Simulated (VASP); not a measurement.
# FeO (I4/mmm) in VASP: notebook

The runs below take FeO through single point, with PBE.

Program: VASP 6.6.1. These are calculated values, not measurements. Logs are shortened: lines on timing, memory, paths and dates and some standing lists are left out, and cuts for length are marked.

### Step 1. The cell of the first run

It takes space group I4/mmm (No. 139, tetragonal). Conventional cell: a = 3.048 Å, b = 3.048 Å, c = 4.483 Å, α = 90.00°, β = 90.00°, γ = 90.00°. Within 2.9 Å of Fe (site symmetry 4/mmm) lie 6 O at 2.16 to 2.24 Å. Within 2.9 Å of O (site symmetry 4/mmm) lie 6 Fe at 2.16 to 2.24 Å.

### Step 2. Single point, PBE, collinear spin, ferromagnetic start (strain +0.000 along x and y, +0.040 along z)

INCAR reads:

```
ALGO     = Normal         # electronic algorithm
EDIFF    = 1E-6           # SCF threshold, eV
ENCUT    = 600            # plane-wave cutoff, eV
GGA      = PE             # functional
GGA_COMPAT= False        
ISIF     = 2              # what is computed and relaxed
ISMEAR   = 0              # smearing method
ISPIN    = 2              # spin polarisation
LASPH    = True           # aspherical terms in the spheres
LCHARG   = True           # write CHGCAR
LELF     = True           # ELF
LMAXMIX  = 4              # l up to which the mixer works
LORBIT   = 11             # projections on sites
LREAL    = False          # projectors in reciprocal space
LVHAR    = True         
LWAVE    = False          # write WAVECAR
MAGMOM   = 3.79 0.35      # initial moments
NBANDS   = 18             # bands
NELM     = 200            # most SCF steps
PREC     = Accurate       # precision mode
SIGMA    = 0.15           # smearing width, eV
```

KPOINTS reads:

```
k-points
0
Gamma
  20 20 20
```

POSCAR reads:

```
FeO
1.0
    0.0000000000      2.1554000000      2.2416160000
    2.1554000000      0.0000000000      2.2416160000
    2.1554000000      2.1554000000      0.0000000000
Fe O
1 1
Direct
    0.0000000000      0.0000000000      0.0000000000
    0.5000000000      0.5000000000      0.5000000000
```

Potentials or basis: VASP PAW PBE potentials, release 64 (Fe, O).

Launch:

```bash
$ cat potpaw_PBE.64/Fe/POTCAR potpaw_PBE.64/O/POTCAR > POTCAR
$ mpirun -np 1 vasp_std > vasp.out
```

OUTCAR:

```text
EDIFF = 1E-6
   ENCUT = 600
   GGA = PE
   ISIF = 2
   ISMEAR = 0
   ISPIN = 2
   LASPH = True
   LORBIT = 11
   LREAL = False
   NELM = 200
   PREC = Accurate

 ion  position               nearest neighbor table
   1  0.000  0.000  0.000-   2 2.16   2 2.16   2 2.16   2 2.16   2 2.24   2 2.24
   2  0.500  0.500  0.500-   1 2.16   1 2.16   1 2.16   1 2.16   1 2.24   1 2.24

  LATTYP: Found a body centered tetragonal cell.
 ALAT       =     3.0481959123
 C/A-ratio  =     1.4707821049

  Lattice vectors:

 A1 = (  -2.1554000000,   0.0000000000,   2.2416160000)
 A2 = (   2.1554000000,   0.0000000000,   2.2416160000)
 A3 = (   0.0000000000,   2.1554000000,  -2.2416160000)

Analysis of symmetry for initial positions (statically):
=====================================================================
 Subroutine PRICEL returns:
 Original cell was already a primitive cell.

 Routine SETGRP: Setting up the symmetry group for a
 body centered tetragonal supercell.

 Subroutine GETGRP returns: Found 16 space group operations
 (whereof 16 operations were pure point group operations)
 out of a pool of 16 trial point group operations.

The static configuration has the point symmetry D_4h.

Analysis of symmetry for dynamics (positions and initial velocities):
=====================================================================
 Subroutine PRICEL returns:
 Original cell was already a primitive cell.

 Routine SETGRP: Setting up the symmetry group for a
 body centered tetragonal supercell.

 Subroutine GETGRP returns: Found 16 space group operations
 (whereof 16 operations were pure point group operations)
 out of a pool of 16 trial point group operations.

The dynamic configuration has the point symmetry D_4h.

Analysis of structural, dynamic, and magnetic symmetry:
=====================================================================
 Subroutine PRICEL returns:
 Original cell was already a primitive cell.

 Routine SETGRP: Setting up the symmetry group for a
 body centered tetragonal supercell.

 Subroutine GETGRP returns: Found 16 space group operations
 (whereof 16 operations were pure point group operations)
 out of a pool of 16 trial point group operations.

The overall configuration has the point symmetry D_4h.

 Subroutine INISYM returns: Found 16 space group operations
 (whereof 16 operations are pure point group operations),
 and found     1 'primitive' translations

----------------------------------------------------------------------------------------

                                     Primitive cell
[... 114 lines left out ...]
  Thomas-Fermi vector in A             =   2.553513
   LORBIT       =     11    0 simple, 1 ext, 2 COOP (PROOUT), +10 PAW based schemes
   GGA     = PE    functional components
   LHFCALC =     F    Hartree Fock is set to
   AEXX    =    0.0000 exact exchange contribution
   IVDW    =     0    specifies the selected vdW correction
   LEPSILON=     F    determine dielectric tensor
   LRPA    =     F    only Hartree local field effects (RPA)
 spin polarized calculation
 Gauss-broadening in eV      SIGMA  =   0.15
  energy-cutoff  :      600.00
  volume of cell :       20.83
 maximum number of plane-waves:       712
 NGX is ok and might be reduce to    28
   NGX = 13   NGY = 13   NGZ = 13

 number of electron      14.0000002 magnetization       3.9997865

 Free energy of the ion-electron system (eV)
  ---------------------------------------------------
  ext. energy  EPLUGINS =         0.00000000
  ---------------------------------------------------
  free energy    TOTEN  =       -14.91789407 eV

  energy without entropy =      -14.90151921  energy(sigma->0) =      -14.90970664

 E-fermi :   5.7775     XC(G=0): -11.9457

 val. band max:        5.7755806090   @ k =  -0.2500   0.2500   0.0500
 cond. band min:       5.7775975766   @ k =  -0.3000   0.1000   0.0000
 fundamental gap:      0.0020169676
 Fermi energy:         5.7774975264

 spin component 1

 k-point     1 :       0.0000    0.0000    0.0000
  band No.  band energies     occupation
      1     -14.6380      1.00000
      2       1.8482      1.00000
      3       2.0065      1.00000
      4       2.0065      1.00000
      5       2.0433      1.00000
      6       2.0839      1.00000
[... 493 lines left out ...]
     17      30.3867      0.00000
     18      32.6348      0.00000

 [... further k-points ...]

 spin component 2

 k-point     1 :       0.0000    0.0000    0.0000
  band No.  band energies     occupation
      1     -14.1168      1.00000
      2       2.6119      1.00000
      3       2.6119      1.00000
      4       2.7390      1.00000
      5       5.0048      1.00000
      6       5.1500      1.00000
[... 493 lines left out ...]
     17      30.8759      0.00000
     18      33.3102      0.00000

 [... further k-points ...]

------------------------ aborting loop because EDIFF is reached ----------------------------------------

  FORCE on cell =-STRESS in cart. coord.  units (eV):
  Direction    XX          YY          ZZ          XY          YZ          ZX
  --------------------------------------------------------------------------------------
  -------------------------------------------------------------------------------------
  Total       -0.7188702     -0.7188702     -1.1280991      0.0000000      0.0000000      0.0000000
  in kB      -55.2985911    -55.2985911    -86.7782457      0.0000000      0.0000000      0.0000000
  external PRESSURE =     -65.7918093 kB  Pullay stress =       0.0000000 kB

 VOLUME and BASIS-vectors are now :
 -----------------------------------------------------------------------------
  energy-cutoff  :      600.00
  volume of cell :       20.83
      direct lattice vectors                 reciprocal lattice vectors
     0.000000000  2.155400000  2.241616000    -0.231975503  0.231975503  0.223053369
     2.155400000  0.000000000  2.241616000     0.231975503 -0.231975503  0.223053369
     2.155400000  2.155400000  0.000000000     0.231975503  0.231975503 -0.223053369

 POSITION                                       TOTAL-FORCE (eV/Angst)
 -----------------------------------------------------------------------------------
      0.00000      0.00000      0.00000         0.000000      0.000000      0.000000
      2.15540      2.15540      2.24162        -0.000000     -0.000000     -0.000000
 -----------------------------------------------------------------------------------
    total drift:                                0.000000      0.000000      0.000000

  FREE ENERGIE OF THE ION-ELECTRON SYSTEM (eV)
  ---------------------------------------------------
  free  energy   TOTEN  =       -14.9178940697 eV

  energy  without entropy=      -14.9015192118  energy(sigma->0) =      -14.90970664

 total charge

# of ion       s       p       d       tot
------------------------------------------
    1        0.278   0.335   6.063   6.675
    2        1.553   3.420   0.000   4.973
--------------------------------------------------
tot          1.831   3.754   6.063  11.648

 magnetization (x)

# of ion       s       p       d       tot
------------------------------------------
    1        0.027   0.020   3.574   3.622
    2        0.028   0.267   0.000   0.295
--------------------------------------------------
tot          0.056   0.287   3.574   3.917
```

It took 4.4 min on 1 thread of Intel Xeon 6975P-C (Granite Rapids), shared host; peak memory 0.53 GiB.

What came out:

| Item | Value |
| --- | --- |
| Free energy | -14.9179 eV |
| Pressure | -6.6 GPa |
| Band gap on the k mesh | zero (filled and empty bands overlap) |
| Net moment | 4.00 μB per cell |
| Site moments | Fe +3.62; O +0.29 μB |
| Valence electrons inside the program's atomic spheres | Fe 6.67; O 4.97 |

Levels at points of the mesh, in eV from the Fermi level:
Spin up:
```tsv
k point	band 6	band 7	band 8	band 9	band 10	band 11	band 12	band 13
(0.00, 0.00, 0.00)	-3.69	-3.69	-3.61	-3.61	-0.09	15.35	16.70	16.75
(0.50, 0.00, 0.00)	-3.06	-2.52	-0.62	-0.28	3.98	8.10	11.88	12.72
(0.50, 0.50, 0.00)	-3.31	-2.94	-2.83	-2.83	5.00	8.15	10.91	14.57
(0.50, 0.00, 0.50)	-3.32	-2.86	-2.84	-2.80	5.03	8.65	10.43	13.77
```
Spin down:
```
           k point  band 1  band 2  band 3  band 4  band 5  band 6  band 7  band 8  band 9  band 10
(0.00, 0.00, 0.00)  -19.89   -3.17   -3.17   -3.04   -0.77   -0.63   -0.63    0.02    0.27     0.82
(0.50, 0.00, 0.00)  -18.80   -7.68   -4.96   -4.89    0.32    0.42    0.58    2.48    2.81     4.46
(0.50, 0.50, 0.00)  -18.84   -6.66   -4.17   -4.17   -1.93    0.67    0.67    0.70    1.02     6.34
(0.50, 0.00, 0.50)  -18.76   -6.58   -4.42   -4.15   -1.97    0.62    0.71    0.77    1.10     6.37
```

Caveat: the cell differs from its parent crystal (strain +0.000 along x and y, +0.040 along z); the cell stands under tension; a cell with one magnetic atom can't hold antiferromagnetic order, which such compounds often take; semilocal functionals often make such compounds metallic where correlation or magnetic order opens a gap, which also shifts bond lengths.

### Step 3. Single point, PBE, collinear spin, ferromagnetic start (strain -0.040 along x and y, -0.080 along z)

INCAR reads:

```
ALGO = Normal ; EDIFF = 1E-6
ENCUT = 600 ; GGA = PE
GGA_COMPAT = False ; ISIF = 2
ISMEAR = 0 ; ISPIN = 2
LASPH = True ; LCHARG = True
LELF = True ; LMAXMIX = 4
LORBIT = 11 ; LREAL = False
LVHAR = True ; LWAVE = False
MAGMOM = 3.79 0.35 ; NBANDS = 18
NELM = 200 ; PREC = Accurate
SIGMA = 0.15
```

KPOINTS is that of step 2.

POSCAR reads:

```
FeO
1.0
    0.0000000000      2.0691840000      1.9829680000
    2.0691840000      0.0000000000      1.9829680000
    2.0691840000      2.0691840000      0.0000000000
Fe O
1 1
Direct
    0.0000000000      0.0000000000      0.0000000000
    0.5000000000      0.5000000000      0.5000000000
```

Potentials or basis: VASP PAW PBE potentials, release 64 (Fe, O).

Launch:

```bash
$ cat potpaw_PBE.64/Fe/POTCAR potpaw_PBE.64/O/POTCAR > POTCAR
$ mpirun -np 1 vasp_std > vasp.out
```

Wall time 2.6 min (1 thread of Intel Xeon 6975P-C (Granite Rapids), shared host); peak memory 0.45 GiB.

Results (log left out):

```
Free energy                                           : -14.5762 eV
Pressure                                              : 39.7 GPa
Net moment                                            : 3.71 μB per cell
Site moments                                          : Fe +3.37; O +0.27 μB
Valence electrons inside the program's atomic spheres : Fe 7.09; O 5.08
```

Stress tensor (GPa, compression positive):
```
36.13  0.00  0.00
 0.00 36.13  0.00
 0.00  0.00 46.93
```

Levels at points of the mesh, in eV from the Fermi level:
Spin up:
```
           k point  band 7  band 8  band 9  band 10  band 11  band 12
(0.00, 0.00, 0.00)   -3.79   -3.69   -3.59     1.18    16.06    18.54
(0.50, 0.00, 0.00)   -2.18    0.08    0.52     4.54    10.17    13.31
(0.50, 0.50, 0.00)   -2.48   -2.48   -2.14     6.69    10.22    11.39
(0.50, 0.00, 0.50)   -2.48   -2.43   -2.25     6.72     9.68    11.99
```
Spin down:
| k point | band 3 | band 4 | band 5 | band 6 | band 7 | band 8 |
| --- | --- | --- | --- | --- | --- | --- |
| (0.00, 0.00, 0.00) | -3.93 | -3.93 | -1.19 | -1.19 | -0.92 | -0.09 |
| (0.50, 0.00, 0.00) | -6.42 | -6.31 | 0.33 | 0.47 | 0.69 | 3.15 |
| (0.50, 0.50, 0.00) | -5.44 | -5.44 | -2.93 | 0.81 | 0.85 | 0.85 |
| (0.50, 0.00, 0.50) | -5.44 | -5.13 | -2.90 | 0.65 | 0.77 | 0.91 |

Caveat: the cell differs from its parent crystal (strain -0.040 along x and y, -0.080 along z); the stress differs along the axes, from 36 to 47 GPa; a cell with one magnetic atom can't hold antiferromagnetic order, which such compounds often take; semilocal functionals often make such compounds metallic where correlation or magnetic order opens a gap, which also shifts bond lengths.

### Step 4. Single point, PBE, collinear spin, ferromagnetic start (strain -0.040 along x and y, +0.000 along z)

INCAR reads:

```
SYSTEM = FeO
PREC = Accurate
ENCUT = 600
EDIFF = 1E-6
ISMEAR = 0
SIGMA = 0.15
LREAL = .FALSE.
LASPH = .TRUE.
NELM = 200
ALGO = Normal
ISIF = 2
LWAVE = .FALSE.
LCHARG = .FALSE.
ISPIN = 2
MAGMOM = 3.79 0.35
LORBIT = 11
LMAXMIX = 4
GGA = PE
NBANDS = 18
GGA_COMPAT = .FALSE.
```

KPOINTS reads:

```
Automatic mesh
0
G
  20 20 20
  0 0 0
```

POSCAR reads:

```
FeO
1.0
    0.0000000000      2.0691840000      2.1554000000
    2.0691840000      0.0000000000      2.1554000000
    2.0691840000      2.0691840000      0.0000000000
Fe O
1 1
Direct
    0.0000000000      0.0000000000      0.0000000000
    0.5000000000      0.5000000000      0.5000000000
```

Potentials or basis: VASP PAW PBE potentials, release 64 (Fe, O).

Launch:

```bash
$ cat potpaw_PBE.64/Fe/POTCAR potpaw_PBE.64/O/POTCAR > POTCAR
$ mpirun -np 1 vasp_std > vasp.out
```

OUTCAR:

```text
SYSTEM = FeO
   PREC = Accurate
   ENCUT = 600
   EDIFF = 1E-6
   ISMEAR = 0
   LREAL = .FALSE.
   LASPH = .TRUE.
   NELM = 200
   ISIF = 2
   ISPIN = 2
   LORBIT = 11
   GGA = PE

 ion  position               nearest neighbor table
   1  0.000  0.000  0.000-   2 2.07   2 2.07   2 2.07   2 2.07   2 2.16   2 2.16
   2  0.500  0.500  0.500-   1 2.07   1 2.07   1 2.07   1 2.07   1 2.16   1 2.16

  LATTYP: Found a body centered tetragonal cell.
 ALAT       =     2.9262680758
 C/A-ratio  =     1.4731391275

  Lattice vectors:

 A1 = (  -2.0691840000,   0.0000000000,   2.1554000000)
 A2 = (   2.0691840000,   0.0000000000,   2.1554000000)
[... 1223 lines left out ...]
 VOLUME and BASIS-vectors are now :
 -----------------------------------------------------------------------------
  energy-cutoff  :      600.00
  volume of cell :       18.46
      direct lattice vectors                 reciprocal lattice vectors
     0.000000000  2.069184000  2.155400000    -0.241641149  0.241641149  0.231975503
     2.069184000  0.000000000  2.155400000     0.241641149 -0.241641149  0.231975503
     2.069184000  2.069184000  0.000000000     0.241641149  0.241641149 -0.231975503

 POSITION                                       TOTAL-FORCE (eV/Angst)
 -----------------------------------------------------------------------------------
      0.00000      0.00000      0.00000        -0.000000      0.000000      0.000000
      2.06918      2.06918      2.15540         0.000000     -0.000000     -0.000000
 -----------------------------------------------------------------------------------
    total drift:                                0.000000     -0.000000     -0.000000

  FREE ENERGIE OF THE ION-ELECTRON SYSTEM (eV)
  ---------------------------------------------------
  free  energy   TOTEN  =       -14.8444513682 eV

  energy  without entropy=      -14.8285858067  energy(sigma->0) =      -14.83651859

 total charge

# of ion       s       p       d       tot
------------------------------------------
    1        0.313   0.420   6.157   6.891
    2        1.555   3.483   0.000   5.038
--------------------------------------------------
tot          1.868   3.903   6.157  11.928

 magnetization (x)

# of ion       s       p       d       tot
------------------------------------------
    1        0.028   0.023   3.512   3.563
    2        0.033   0.272   0.000   0.305
--------------------------------------------------
tot          0.061   0.295   3.512   3.868
```

stdout:

```text
POSCAR found type information on POSCAR FeO
 POSCAR found :  2 types and       2 ions
 scaLAPACK will be used
 LDA part: xc-table for (Slater+PW92), standard interpolation
 POSCAR, INCAR and KPOINTS ok, starting setup
 FFT: planning ... GRIDC
 FFT: planning ... GRID_SOFT
 FFT: planning ... GRID
 WAVECAR not read
 entering main loop
```

Wall time 2.7 min (1 thread of Intel Xeon 6975P-C (Granite Rapids), shared host); peak memory 0.48 GiB.

Results:

| Item | Value |
| --- | --- |
| Free energy | -14.8445 eV |
| Pressure | 17.7 GPa |
| Net moment | 3.94 μB per cell |
| Site moments | Fe +3.56; O +0.30 μB |
| Valence electrons inside the program's atomic spheres | Fe 6.89; O 5.04 |

Levels at points of the mesh, in eV from the Fermi level:
Spin up:
| k point | band 5 | band 6 | band 7 | band 8 | band 9 | band 10 | band 11 | band 12 | band 13 | band 14 |
| --- | --- | --- | --- | --- | --- | --- | --- | --- | --- | --- |
| (0.00, 0.00, 0.00) | -4.07 | -3.87 | -3.87 | -3.76 | -3.60 | 0.61 | 15.78 | 17.76 | 17.77 | 17.77 |
| (0.50, 0.00, 0.00) | -3.00 | -2.95 | -2.36 | -0.25 | 0.16 | 4.30 | 9.30 | 12.73 | 13.68 | 20.63 |
| (0.50, 0.50, 0.00) | -5.04 | -3.22 | -2.66 | -2.66 | -2.63 | 5.97 | 8.94 | 11.61 | 16.03 | 16.03 |
| (0.50, 0.00, 0.50) | -5.01 | -3.22 | -2.71 | -2.62 | -2.50 | 5.96 | 9.46 | 11.07 | 15.18 | 15.95 |
Spin down:
| k point | band 3 | band 4 | band 5 | band 6 | band 7 | band 8 |
| --- | --- | --- | --- | --- | --- | --- |
| (0.00, 0.00, 0.00) | -3.59 | -3.45 | -1.00 | -0.79 | -0.79 | -0.02 |
| (0.50, 0.00, 0.00) | -5.72 | -5.64 | 0.38 | 0.49 | 0.69 | 2.89 |
| (0.50, 0.50, 0.00) | -4.72 | -4.72 | -2.43 | 0.72 | 0.81 | 0.81 |
| (0.50, 0.00, 0.50) | -5.00 | -4.70 | -2.45 | 0.75 | 0.77 | 0.92 |

Caveat: the cell differs from its parent crystal (strain -0.040 along x and y, +0.000 along z); the stress differs along the axes, from 13 to 20 GPa; a cell with one magnetic atom can't hold antiferromagnetic order, which such compounds often take; semilocal functionals often make such compounds metallic where correlation or magnetic order opens a gap, which also shifts bond lengths.

[end of part 1 of 2]
